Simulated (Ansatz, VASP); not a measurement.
## Sb in VASP and in Ansatz

INCAR

```
  PREC = Accurate
  ENCUT = 520
  EDIFF = 1E-6
  ISMEAR = -1
  SIGMA = 0.05
  LREAL = F
  LASPH = T
  NELM = 100
  ALGO = Normal
  ISIF = 2
  LWAVE = F
  LCHARG = T
  GGA = PE
  LELF = T
  LVHAR = T
  NBANDS = 12
```

Contents of KPOINTS:

```
regular mesh
0
Gamma
  12 12 7
```

POSCAR

```
Sb
1.0
    3.3353101777      0.0000000000      0.0000000000
   -1.6676550889      2.8884633434      0.0000000000
    0.0000000000      0.0000000000      5.3300000000
Sb
2
Direct
    0.3333333333      0.6666666667      0.2500000000
    0.6666666667      0.3333333333      0.7500000000
```

Input for Ansatz:

```yaml
crystal:
  lattice:
    - [3.3353101777, 0.0, 0.0]
    - [-1.6676550889, 2.8884633434, 0.0]
    - [0.0, 0.0, 5.33]
  atoms:
    - { symbol: Sb, position: [0.3333333333, 0.6666666667, 0.25] }
    - { symbol: Sb, position: [0.6666666667, 0.3333333333, 0.75] }
kpoints:
  mp_grid: { grid: [12, 12, 7] }
  band_path:
    path:
      - [0.0, 0.0, 0.0]
      - [0.5, 0.0, 0.0]
      - [0.3333333333, 0.3333333333, 0.0]
      - [0.0, 0.0, 0.0]
      - [0.0, 0.0, 0.5]
      - [0.5, 0.0, 0.5]
      - [0.3333333333, 0.3333333333, 0.5]
      - [0.0, 0.0, 0.5]
      - [0.5, 0.0, 0.5]
    npoints: 5
scf:
  occupations: { method: fermi_dirac, width: 0.05 }
hamiltonian:
  xc: pbe
  pseudopotentials: { kind: all_electron, lapw: { basis_error: 0.0005 } }
output:
  forces: true
  stress: true
  eigenvalues: true
```

Change from the starting cell: equal xx and yy strain of -1 %.

Alike in both runs: task single point; functional PBE; k mesh 12 × 12 × 7; occupations fermi-dirac, width 0.05 eV; no spin polarisation.

|  | VASP | Ansatz |
| --- | --- | --- |
| version | VASP 6.6.1 | Ansatz 0.2.0 |
| potentials or method | VASP PAW PBE potentials, release 64 (Sb), cutoff 520 eV | all-electron LAPW, scalar-relativistic |

|  | VASP | Ansatz | Ansatz less VASP |
| --- | --- | --- | --- |
| pressure (GPa) | 4.4 | 4.6 | +0.14 |
| traceless stress, the component that is largest in VASP (GPa) | -0.73 | -0.73 | +0.003 |

Ansatz ran all-electron here, and VASP with PAW potentials.

Spin-orbit coupling is off throughout.
